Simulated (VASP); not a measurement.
# Si3N4: electric field gradients with LDA

Si3N4:

```
Si N
1.0
     7.60200    0.00000    0.00000
    -3.80100    6.58353    0.00000
     0.00000    0.00000    2.90600
Si N
6 8
Direct
  0.76796 0.17408 0.25000
  0.59389 0.76796 0.75000
  0.82592 0.59389 0.25000
  0.23204 0.82592 0.75000
  0.40611 0.23204 0.25000
  0.17408 0.40611 0.75000
  0.02995 0.32988 0.25000
  0.70007 0.02995 0.75000
  0.67012 0.70007 0.25000
  0.97005 0.67012 0.75000
  0.29993 0.97005 0.25000
  0.32988 0.29993 0.75000
  0.66667 0.33333 0.25000
  0.33333 0.66667 0.75000
```

| Property | Result |
| --- | --- |
| Program | VASP 6.6.1 |
| Task | electric field gradients |
| Functional | LDA |
| Potentials or basis | VASP PAW LDA potentials, release 64 (Si, N) |
| Cutoff | 520 eV |
| k mesh | 4 × 4 × 10 |
| Occupations | fermi-dirac, width 0.02 eV |
| Spin | no spin polarisation |
| Dipole correction | no |
| Further INCAR settings | ALGO = Normal; EDIFF = 1e-08; NBANDS = 45 |

```yaml
Pressure: -2.8 GPa
Largest_force: 0.035 eV/Å
Band_gap_on_the_k_mesh: 4.14 eV (least direct gap 4.34 eV)
Largest_electric_field_gradient_by_atom: Si +9.6; N -44.4, -43.7 (each value once) V/Å²
```

Forces on the atoms (eV/Å):
```
Si  -0.026  0.023  0.000
Si  -0.033 -0.011  0.000
Si  -0.006 -0.034  0.000
Si   0.026 -0.023  0.000
Si   0.033  0.011  0.000
Si   0.006  0.034  0.000
N   -0.001  0.022  0.000
N   -0.020  0.011  0.000
N   -0.019 -0.012  0.000
N    0.001 -0.022  0.000
N    0.020 -0.011  0.000
N    0.019  0.012  0.000
N    0.000  0.000  0.000
N    0.000  0.000  0.000
```

Stress tensor (GPa, compression positive):
```
-2.55  0.00  0.00
 0.00 -2.55  0.00
 0.00  0.00 -3.20
```

Levels at points of the mesh, in eV from the valence-band top:
| k point | band 30 | band 31 | band 32 | band 33 | band 34 | band 35 |
| --- | --- | --- | --- | --- | --- | --- |
| (0.00, 0.00, 0.00) | -0.47 | -0.38 | -0.20 | 4.14 | 4.62 | 4.76 |
| (0.50, 0.00, 0.00) | -0.78 | -0.33 | -0.26 | 4.47 | 4.56 | 4.71 |
| (0.00, 0.00, 0.50) | -1.65 | -1.38 | -1.38 | 4.54 | 4.54 | 4.54 |
| (0.50, 0.00, 0.50) | -1.52 | -1.07 | -1.07 | 4.64 | 4.64 | 5.68 |

Electric field gradients, principal values (V/Å²):
```tsv
atom	least	middle	greatest (by size)
1 Si	-3.824	-5.791	9.615
2 Si	-3.824	-5.791	9.615
3 Si	-3.824	-5.791	9.615
4 Si	-3.824	-5.791	9.615
5 Si	-3.824	-5.791	9.615
6 Si	-3.824	-5.791	9.615
7 N	19.829	24.534	-44.362
8 N	19.829	24.533	-44.362
9 N	19.828	24.533	-44.362
10 N	19.829	24.534	-44.362
11 N	19.829	24.533	-44.362
12 N	19.828	24.533	-44.362
13 N	21.868	21.869	-43.737
14 N	21.868	21.869	-43.737
```

It took 2.5 min on 1 thread of Intel(R) Xeon(R) Platinum 8259CL CPU @ 2.50GHz (Skylake/Cascade Lake), with other jobs on the host, peak memory 0.28 GiB.

Caveat: without QUAD_EFG the Cq values of the log hold for a quadrupole moment of 1 mb, not for the nuclei. A k mesh can miss the band edges.
